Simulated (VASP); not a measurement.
Here is a VASP 6.6.1 calculation.

INCAR

```
PREC = Accurate
ENCUT = 520
EDIFF = 1E-7
ISMEAR = 0
SIGMA = 0.05
LREAL = False
LASPH = True
NELM = 100
ALGO = Normal
ISIF = 2
LWAVE = False
LCHARG = False
GGA = PE
NBANDS = 19
```

The input KPOINTS:

```
regular mesh
0
Gamma
  6 6 6
```

The input POSCAR:

```
SrCl2
1.0
    0.0000000000      3.6248030883      3.5896108253
    3.3432649843      0.0000000000      3.5896108253
    3.3432649843      3.6248030883      0.0000000000
Sr Cl
1 2
Direct
    0.0000000000      0.0000000000      0.0000000000
    0.2500000000      0.2500000000      0.2500000000
    0.7500000000      0.7500000000      0.7500000000
```

Potentials or basis: VASP PAW PBE potentials, release 64 (Sr_sv, Cl).

Command:

```sh
$ cat potpaw_PBE.64/Sr_sv/POTCAR potpaw_PBE.64/Cl/POTCAR > POTCAR
$ mpirun -np 1 vasp_std > vasp.out
```

Problem. What does it give for the band gap on the k mesh?

Solution. 4.78 eV, indirect (least direct gap 5.03 eV).

Problem. Predict the pressure.

Solution. 0.2 GPa.

Stress tensor (GPa, compression positive):
```
 2.86  0.00  0.00
 0.00 -1.31  0.00
 0.00  0.00 -0.84
```

Caveat: the cell differs from its parent crystal (strain +e along x and -e along y -0.0400, strain +e along z and -e/2 along x and y +0.0200). A k mesh can miss the band edges.
